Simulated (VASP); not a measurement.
# TaN in VASP: a series of runs, part 2 of 2

VASP 6.6.1. The steps go on from the part before.

**3. Electric field gradients, PBEsol (9.79 Å³/atom)**

This run uses another cell than the first one, of 9.79 Å³/atom.

INCAR

```
ALGO = Normal ; EDIFF = 1E-8
ENCUT = 520 ; GGA = PS
ISIF = 2 ; ISMEAR = -1
LASPH = True ; LCHARG = False
LEFG = True ; LREAL = False
LWAVE = False ; NBANDS = 24
NELM = 80 ; PREC = Accurate
SIGMA = 0.01
```

KPOINTS

```
k-points
0
Gamma
  9 9 5
```

POSCAR

```
TaN
1.0
    3.0378079159      0.0000000000      0.0000000000
   -1.5189039580      2.6308188269      0.0000000000
    0.0000000000      0.0000000000      4.9015517166
Ta N
2 2
Direct
    0.0000000000      0.0000000000      0.0000000000
    0.0000000000      0.0000000000      0.5000000000
    0.3333333333      0.6666666667      0.2500000000
    0.6666666667      0.3333333333      0.7500000000
```

Potentials or basis: VASP PAW PBE potentials, release 64 (Ta_pv, N).

On the command line:

```sh
$ cat potpaw_PBE.64/Ta_pv/POTCAR potpaw_PBE.64/N/POTCAR > POTCAR
$ mpirun -np 1 vasp_std > vasp.out
```

OUTCAR:

```text
EDIFF = 1E-8
   ENCUT = 520
   GGA = PS
   ISIF = 2
   ISMEAR = -1
   LASPH = True
   LREAL = False
   NELM = 80
   PREC = Accurate

 ion  position               nearest neighbor table
   1  0.000  0.000  0.000-   3 2.14   4 2.14   3 2.14   4 2.14   4 2.14   3 2.14   2 2.45   2 2.45

   2  0.000  0.000  0.500-   3 2.14   4 2.14   3 2.14   4 2.14   4 2.14   3 2.14   1 2.45   1 2.45

   3  0.333  0.667  0.250-   1 2.14   2 2.14   1 2.14   2 2.14   1 2.14   2 2.14
   4  0.667  0.333  0.750-   1 2.14   2 2.14   1 2.14   2 2.14   1 2.14   2 2.14

  LATTYP: Found a hexagonal cell.
 ALAT       =     3.0378079159
 C/A-ratio  =     1.6135160130
[... 880 lines left out ...]
 ion       V_xx      V_yy      V_zz      V_xy      V_xz      V_yz
---------------------------------------------------------------------
   1      89.563    89.563  -179.126    -0.000     0.000    -0.000
   2      89.563    89.563  -179.126    -0.000    -0.000     0.000
   3      -2.668    -2.667     5.335     0.001     0.000    -0.000
   4      -2.668    -2.667     5.335     0.001     0.000    -0.000
---------------------------------------------------------------------

 Electric field gradients after diagonalization (V/A^2)
 (convention: |V_zz| > |V_xx| > |V_yy|)
----------------------------------------------------------------------
 ion       V_xx      V_yy      V_zz     asymmetry (V_yy - V_xx)/ V_zz
----------------------------------------------------------------------
   1      89.563    89.562  -179.126       0.000
   2      89.563    89.562  -179.126       0.000
   3      -2.668    -2.666     5.335       0.000
   4      -2.668    -2.666     5.335       0.000
----------------------------------------------------------------------

           NMR quadrupolar parameters

 Cq : quadrupolar parameter    Cq=e*Q*V_zz/h
 eta: asymmetry parameters     (V_yy - V_xx)/ V_zz
 Q  : nuclear electric quadrupole moment in mb (millibarn)
----------------------------------------------------------------------
 ion       Cq(MHz)       eta       Q (mb)
----------------------------------------------------------------------
   1      -0.433       0.000       1.000
   2      -0.433       0.000       1.000
   3       0.013       0.000       1.000
   4       0.013       0.000       1.000
----------------------------------------------------------------------
```

OSZICAR:

```text
N       E                     dE             d eps       ncg     rms          rms(c)
DAV:   1     0.270465236184E+03    0.27047E+03   -0.17432E+04  1728   0.143E+03
DAV:   2    -0.356445106424E+02   -0.30611E+03   -0.29142E+03  2080   0.417E+02
DAV:   3    -0.489300625194E+02   -0.13286E+02   -0.13013E+02  2112   0.849E+01
DAV:   4    -0.490819374557E+02   -0.15187E+00   -0.15161E+00  1976   0.914E+00
DAV:   5    -0.490840883780E+02   -0.21509E-02   -0.21502E-02  2152   0.891E-01    0.419E+01
DAV:   6    -0.443921204221E+02    0.46920E+01   -0.16995E+01  2056   0.292E+01    0.192E+01
DAV:   7    -0.442327577016E+02    0.15936E+00   -0.10223E+00  1952   0.732E+00    0.110E+01
DAV:   8    -0.441796687698E+02    0.53089E-01   -0.11784E-01  2064   0.266E+00    0.132E+00
DAV:   9    -0.441756155423E+02    0.40532E-02   -0.12281E-02  2016   0.715E-01    0.412E-01
DAV:  10    -0.441755742113E+02    0.41331E-04   -0.25559E-03  2072   0.412E-01    0.133E-01
DAV:  11    -0.441753141960E+02    0.26002E-03   -0.83394E-04  2072   0.226E-01    0.257E-02
DAV:  12    -0.441753108157E+02    0.33804E-05   -0.41205E-05  2048   0.538E-02    0.993E-03
DAV:  13    -0.441753097884E+02    0.10273E-05   -0.16900E-06  2152   0.101E-02    0.254E-03
DAV:  14    -0.441753096721E+02    0.11622E-06   -0.32472E-07  2096   0.397E-03    0.138E-03
DAV:  15    -0.441753096031E+02    0.69062E-07   -0.50773E-08  2024   0.140E-03    0.607E-04
DAV:  16    -0.441753096071E+02   -0.40282E-08   -0.19913E-09  1000   0.365E-04
   1 F= -.44175310E+02 E0= -.44174211E+02  d E =-.219752E-02
```

It took 13 s on 1 thread of Intel Xeon 6975P-C (Granite Rapids), shared host; peak memory 0.17 GiB.

What came out:

| Property | Result |
| --- | --- |
| Free energy | -44.1753 eV |
| Pressure | 55.5 GPa |
| Band gap on the k mesh | zero (bands 16 and 17 overlap by 2.60 eV) |
| Largest electric field gradient by atom | Ta -179.1; N +5.3 V/Å² |

Stress tensor (GPa, compression positive):
```
 26.52   0.00   0.00
  0.00  26.52   0.00
  0.00   0.00 113.58
```

Levels at points of the mesh, in eV from the Fermi level:
| k point | band 12 | band 13 | band 14 | band 15 | band 16 | band 17 | band 18 | band 19 | band 20 | band 21 |
| --- | --- | --- | --- | --- | --- | --- | --- | --- | --- | --- |
| (0.00, 0.00, 0.00) | -5.32 | -3.61 | -3.61 | -3.59 | -1.88 | -1.88 | -0.64 | -0.64 | 2.95 | 4.36 |

Electric field gradients, principal values (V/Å²):
```csv
atom,least,middle,greatest (by size)
1 Ta,89.562,89.563,-179.126
2 Ta,89.562,89.563,-179.126
3 N,-2.666,-2.668,5.335
4 N,-2.666,-2.668,5.335
```

Caveat: the cell stands under pressure; without QUAD_EFG the Cq values of the log hold for a quadrupole moment of 1 mb, not for the nuclei; the PAW data sets were made with another functional, which shifts forces and pressure a little; spin-orbit coupling is left out, which moves the levels of the heavy elements.

**4. Electric field gradients, PBEsol (equal xy, yz and zx shear strains of -2 %)**

INCAR

```
PREC = Accurate
ENCUT = 520
EDIFF = 1E-8
ISMEAR = -1
SIGMA = 0.01
LREAL = F
LASPH = T
NELM = 100
ALGO = Normal
ISIF = 2
LWAVE = F
LCHARG = F
GGA = PS
LEFG = T
NBANDS = 24
```

KPOINTS

```
Automatic mesh
0
Gamma
  9 9 5
```

POSCAR

```
TaN
1.0
    3.0480019786     -0.0304800198     -0.0304800198
   -1.5503974607      2.6548871541     -0.0111564616
   -0.0491800000     -0.0491800000      4.9180000000
Ta N
2 2
Direct
    0.0000000000      0.0000000000      0.0000000000
    0.0000000000      0.0000000000      0.5000000000
    0.3333333333      0.6666666667      0.2500000000
    0.6666666667      0.3333333333      0.7500000000
```

Potentials or basis: VASP PAW PBE potentials, release 64 (Ta_pv, N).

On the command line:

```sh
$ cat potpaw_PBE.64/Ta_pv/POTCAR potpaw_PBE.64/N/POTCAR > POTCAR
$ mpirun -np 1 vasp_std > vasp.out
```

OUTCAR:

```text
PREC = Accurate
   ENCUT = 520
   EDIFF = 1E-8
   ISMEAR = -1
   LREAL = F
   LASPH = T
   NELM = 100
   ISIF = 2
   GGA = PS

 ion  position               nearest neighbor table
   1  0.000  0.000  0.000-   3 2.13   4 2.13   4 2.15   3 2.15   4 2.16   3 2.16   2 2.46   2 2.46

   2  0.000  0.000  0.500-   4 2.11   3 2.11   4 2.17   3 2.17   4 2.17   3 2.17   1 2.46   1 2.46

   3  0.333  0.667  0.250-   2 2.11   1 2.13   1 2.15   1 2.16   2 2.17   2 2.17
   4  0.667  0.333  0.750-   2 2.11   1 2.13   1 2.15   1 2.16   2 2.17   2 2.17

  LATTYP: Found a triclinic cell.
 ALAT       =     3.0219307893
 B/A-ratio  =     1.0087281861
 C/A-ratio  =     1.6275990810
[... 880 lines left out ...]
 ion       V_xx      V_yy      V_zz      V_xy      V_xz      V_yz
---------------------------------------------------------------------
   1     125.314    53.146  -178.460    17.889     4.060   -36.346
   2      51.446   127.612  -179.058   -56.250   -77.163   -36.534
   3      -2.636    -2.571     5.207    -2.129    -4.122    -4.132
   4      -2.636    -2.571     5.207    -2.129    -4.122    -4.132
---------------------------------------------------------------------

 Electric field gradients after diagonalization (V/A^2)
 (convention: |V_zz| > |V_xx| > |V_yy|)
----------------------------------------------------------------------
 ion       V_xx      V_yy      V_zz     asymmetry (V_yy - V_xx)/ V_zz
----------------------------------------------------------------------
   1     129.569    54.607  -184.176       0.407
   2     157.512    52.934  -210.446       0.497
   3      -7.429    -0.475     7.903       0.880
   4      -7.429    -0.475     7.903       0.880
----------------------------------------------------------------------

           NMR quadrupolar parameters

 Cq : quadrupolar parameter    Cq=e*Q*V_zz/h
 eta: asymmetry parameters     (V_yy - V_xx)/ V_zz
 Q  : nuclear electric quadrupole moment in mb (millibarn)
----------------------------------------------------------------------
 ion       Cq(MHz)       eta       Q (mb)
----------------------------------------------------------------------
   1      -0.445       0.407       1.000
   2      -0.509       0.497       1.000
   3       0.019       0.880       1.000
   4       0.019       0.880       1.000
----------------------------------------------------------------------
```

OSZICAR:

```text
N       E                     dE             d eps       ncg     rms          rms(c)
DAV:   1     0.271014370252E+03    0.27101E+03   -0.17382E+04  9744   0.142E+03
DAV:   2    -0.356413487415E+02   -0.30666E+03   -0.29195E+03 11584   0.417E+02
DAV:   3    -0.490206150343E+02   -0.13379E+02   -0.13168E+02 12408   0.850E+01
DAV:   4    -0.491697227673E+02   -0.14911E+00   -0.14872E+00 10752   0.928E+00
DAV:   5    -0.491716897775E+02   -0.19670E-02   -0.19663E-02 12736   0.871E-01    0.412E+01
DAV:   6    -0.444956039377E+02    0.46761E+01   -0.17133E+01 11824   0.291E+01    0.188E+01
DAV:   7    -0.443273345325E+02    0.16827E+00   -0.98573E-01 10856   0.735E+00    0.109E+01
DAV:   8    -0.442744518933E+02    0.52883E-01   -0.12290E-01 12240   0.276E+00    0.131E+00
DAV:   9    -0.442702142313E+02    0.42377E-02   -0.12592E-02 11736   0.945E-01    0.381E-01
DAV:  10    -0.442699535571E+02    0.26067E-03   -0.15599E-03 11824   0.464E-01    0.241E-01
DAV:  11    -0.442699011267E+02    0.52430E-04   -0.51083E-04 12120   0.237E-01    0.558E-02
DAV:  12    -0.442698772968E+02    0.23830E-04   -0.49773E-05 11448   0.660E-02    0.113E-02
DAV:  13    -0.442698773564E+02   -0.59661E-07   -0.14600E-06 12056   0.920E-03    0.634E-03
DAV:  14    -0.442698770441E+02    0.31236E-06   -0.11212E-07 11824   0.227E-03    0.147E-03
DAV:  15    -0.442698770352E+02    0.88571E-08   -0.83768E-09  6744   0.773E-04
   1 F= -.44269877E+02 E0= -.44269453E+02  d E =-.847728E-03
```

Run time: 85 s. Hardware: 1 thread of Intel Xeon Platinum 8488C (Sapphire Rapids), shared host; peak memory 0.29 GiB.

Results:

```
Free energy                             : -44.2699 eV
Pressure                                : 50.6 GPa
Largest force                           : 0.443 eV/Å
Band gap on the k mesh                  : zero (bands 16 and 17 overlap by 2.46 eV)
Largest electric field gradient by atom : Ta -184.2, -210.4; N +7.9 V/Å²
```

Forces on the atoms (eV/Å):
```
Ta   0.000  0.000  0.000
Ta   0.000  0.000  0.000
N   -0.442  0.011 -0.025
N    0.442 -0.011  0.025
```

Stress tensor (GPa, compression positive):
```
 22.28   3.28   5.44
  3.28  22.21   5.43
  5.44   5.43 107.42
```

Electric field gradients, principal values (V/Å²):
```csv
atom,least,middle,greatest (by size)
1 Ta,54.607,129.569,-184.176
2 Ta,52.934,157.512,-210.446
3 N,-0.475,-7.429,7.903
4 N,-0.475,-7.429,7.903
```

Caveat: the cell differs from its parent crystal (equal xy, yz and zx shear strains of -2 %); the cell stands under pressure; without QUAD_EFG the Cq values of the log hold for a quadrupole moment of 1 mb, not for the nuclei; the PAW data sets were made with another functional, which shifts forces and pressure a little; spin-orbit coupling is left out, which moves the levels of the heavy elements.

**5. Electric field gradients, PBEsol (equal xy, yz and zx shear strains of +1 %)**

INCAR

```
PREC = Accurate
ENCUT = 520
EDIFF = 1E-8
ISMEAR = -1
SIGMA = 0.01
LREAL = False
LASPH = True
NELM = 60
ALGO = Normal
ISIF = 2
LWAVE = False
LCHARG = False
GGA = PS
LEFG = True
NBANDS = 24
```

KPOINTS is that of step 4.

POSCAR

```
TaN
1.0
    3.0480019786      0.0152400099      0.0152400099
   -1.5108027536      2.6320271392      0.0055782308
    0.0245900000      0.0245900000      4.9180000000
Ta N
2 2
Direct
    0.0000000000      0.0000000000      0.0000000000
    0.0000000000      0.0000000000      0.5000000000
    0.3333333333      0.6666666667      0.2500000000
    0.6666666667      0.3333333333      0.7500000000
```

Potentials or basis: VASP PAW PBE potentials, release 64 (Ta_pv, N).

On the command line:

```sh
$ cat potpaw_PBE.64/Ta_pv/POTCAR potpaw_PBE.64/N/POTCAR > POTCAR
$ mpirun -np 1 vasp_std > vasp.out
```

OUTCAR:

```text
PREC = Accurate
   ENCUT = 520
   EDIFF = 1E-8
   ISMEAR = -1
   LREAL = False
   LASPH = True
   NELM = 60
   ISIF = 2
   GGA = PS

 ion  position               nearest neighbor table
   1  0.000  0.000  0.000-   4 2.14   3 2.14   4 2.14   3 2.14   4 2.16   3 2.16   2 2.46   2 2.46

   2  0.000  0.000  0.500-   3 2.14   4 2.14   4 2.14   3 2.14   4 2.17   3 2.17   1 2.46   1 2.46

   3  0.333  0.667  0.250-   2 2.14   2 2.14   1 2.14   1 2.14   1 2.16   2 2.17
   4  0.667  0.333  0.750-   2 2.14   2 2.14   1 2.14   1 2.14   1 2.16   2 2.17

  LATTYP: Found a triclinic cell.
 ALAT       =     3.0612804862
 B/A-ratio  =     0.9913558883
 C/A-ratio  =     1.6065574424
 COS(alpha) =     0.0036852528
 COS(beta)  =     0.0136346634
 COS(gamma) =     0.5000188430

  Lattice vectors:

 A1 = (   1.5371992250,   2.6472671491,   0.0208182407)
 A2 = (  -1.5108027536,   2.6320271392,   0.0055782308)
 A3 = (   0.0245900000,   0.0245900000,   4.9180000000)

[... 854 lines left out ...]
 -----------------------------------------------------------------------------------
      0.00000      0.00000      0.00000         0.000000      0.000000      0.000000
      0.01230      0.01230      2.45900         0.000000      0.000000      0.000000
      0.01495      1.76591      1.23830         0.207552      0.001337     -0.012171
      1.54684      0.90594      3.70052        -0.207552     -0.001337      0.012171
 -----------------------------------------------------------------------------------
    total drift:                               -0.000000      0.000000      0.000000

  FREE ENERGIE OF THE ION-ELECTRON SYSTEM (eV)
  ---------------------------------------------------
  free  energy   TOTEN  =       -44.2984832214 eV

  energy  without entropy=      -44.2972763580  energy(sigma->0) =      -44.29787979

 Electric field gradients (V/A^2)
---------------------------------------------------------------------
 ion       V_xx      V_yy      V_zz      V_xy      V_xz      V_yz
---------------------------------------------------------------------
   1      71.435   107.163  -178.598    -9.069    -1.738    17.349
   2     107.622    72.476  -180.098    26.277    36.241    17.111
   3      -2.551    -2.567     5.118     0.863     1.989     1.990
   4      -2.551    -2.567     5.118     0.863     1.989     1.990
---------------------------------------------------------------------

 Electric field gradients after diagonalization (V/A^2)
 (convention: |V_zz| > |V_xx| > |V_yy|)
----------------------------------------------------------------------
 ion       V_xx      V_yy      V_zz     asymmetry (V_yy - V_xx)/ V_zz
----------------------------------------------------------------------
   1     110.366    69.286  -179.653       0.229
   2     126.881    58.452  -185.334       0.369
   3      -3.422    -2.708     6.130       0.116
   4      -3.422    -2.708     6.130       0.116
----------------------------------------------------------------------

           NMR quadrupolar parameters

 Cq : quadrupolar parameter    Cq=e*Q*V_zz/h
 eta: asymmetry parameters     (V_yy - V_xx)/ V_zz
 Q  : nuclear electric quadrupole moment in mb (millibarn)
----------------------------------------------------------------------
 ion       Cq(MHz)       eta       Q (mb)
----------------------------------------------------------------------
   1      -0.434       0.229       1.000
   2      -0.448       0.369       1.000
   3       0.015       0.116       1.000
   4       0.015       0.116       1.000
----------------------------------------------------------------------
```

stdout:

```text
POSCAR found type information on POSCAR TaN
 POSCAR found :  2 types and       4 ions
 scaLAPACK will be used
 -----------------------------------------------------------------------------
|                                                                             |
|                                                                             |
|     You enforced a specific xc type in the INCAR file but a different       |
|     I HOPE YOU KNOW WHAT YOU ARE DOING!                                     |
|                                                                             |
 -----------------------------------------------------------------------------

 LDA part: xc-table for (Slater+PW92), standard interpolation
 POSCAR, INCAR and KPOINTS ok, starting setup
 FFT: planning ... GRIDC
 FFT: planning ... GRID_SOFT
 FFT: planning ... GRID
 WAVECAR not read
 entering main loop
ion   1
     0.0000657    -0.0018704    -0.0171536     6.4550793     0.2174058     0.1096659
     0.0000905    -0.0018704    -0.0171536     6.4550794     0.2174058     0.1096659
     0.0001247    -0.0018704    -0.0171536     6.4550794     0.2174058     0.1096659
     0.0001717    -0.0018704    -0.0171536     6.4550795     0.2174058     0.1096659
[... 34 lines left out ...]
     0.0000281    -0.8411941    -2.0240253    -3.8827348    -2.0228989    -0.0051618
     0.0000381    -0.8411940    -2.0240251    -3.8827344    -2.0228987    -0.0051618
     0.0000517    -0.8411939    -2.0240248    -3.8827337    -2.0228984    -0.0051618
     0.0000701    -0.8411936    -2.0240243    -3.8827325    -2.0228978    -0.0051618
```

It took 90 s on 1 thread of Intel Xeon Platinum 8488C (Sapphire Rapids), shared host; peak memory 0.29 GiB.

Results:

- Free energy: -44.2985 eV
- Pressure: 50.2 GPa
- Largest force: 0.208 eV/Å
- Band gap on the k mesh: zero (bands 16 and 17 overlap by 2.53 eV)
- Largest electric field gradient by atom: Ta -179.7, -185.3; N +6.1 V/Å²

Forces on the atoms (eV/Å):
```
Ta   0.000  0.000  0.000
Ta   0.000  0.000  0.000
N    0.208  0.001 -0.012
N   -0.208 -0.001  0.012
```

Electric field gradients, principal values (V/Å²):
```csv
atom,least,middle,greatest (by size)
1 Ta,69.286,110.366,-179.653
2 Ta,58.452,126.881,-185.334
3 N,-2.708,-3.422,6.130
4 N,-2.708,-3.422,6.130
```

Caveat: the cell differs from its parent crystal (equal xy, yz and zx shear strains of +1 %); the cell stands under pressure; without QUAD_EFG the Cq values of the log hold for a quadrupole moment of 1 mb, not for the nuclei; the PAW data sets were made with another functional, which shifts forces and pressure a little; spin-orbit coupling is left out, which moves the levels of the heavy elements.

**6. The runs side by side**

| cell | gap on the mesh (eV) | pressure (GPa) | largest force (eV/Å) |
| --- | --- | --- | --- |
| a = 3.028, b = 3.028, c = 4.885 Å, angles 90.0, 90.0, 120.0°, 4 atoms | none | 61.2 | - |
| a = 3.038, b = 3.038, c = 4.902 Å, angles 90.0, 90.0, 120.0°, 4 atoms | none | 55.5 | - |
| a = 3.048, b = 3.074, c = 4.918 Å, angles 90.4, 91.1, 120.9°, 4 atoms | none | 50.6 | 0.44 |
| a = 3.048, b = 3.035, c = 4.918 Å, angles 89.8, 89.4, 119.6°, 4 atoms | none | 50.2 | 0.21 |

Alike in all rows: task electric field gradients; level PBEsol; potentials or basis VASP PAW PBE potentials, release 64 (Ta_pv, N); no spin polarisation; k mesh 9 × 9 × 5; cutoff (eV) 520; smearing fermi-dirac 0.01 eV.

Caveats: the cell stands under pressure; the PAW data sets were made with another functional, which shifts forces and pressure a little; spin-orbit coupling is left out, which moves the levels of the heavy elements.

Total energies depend on the potentials used, so only differences within one code and one set of settings carry meaning.
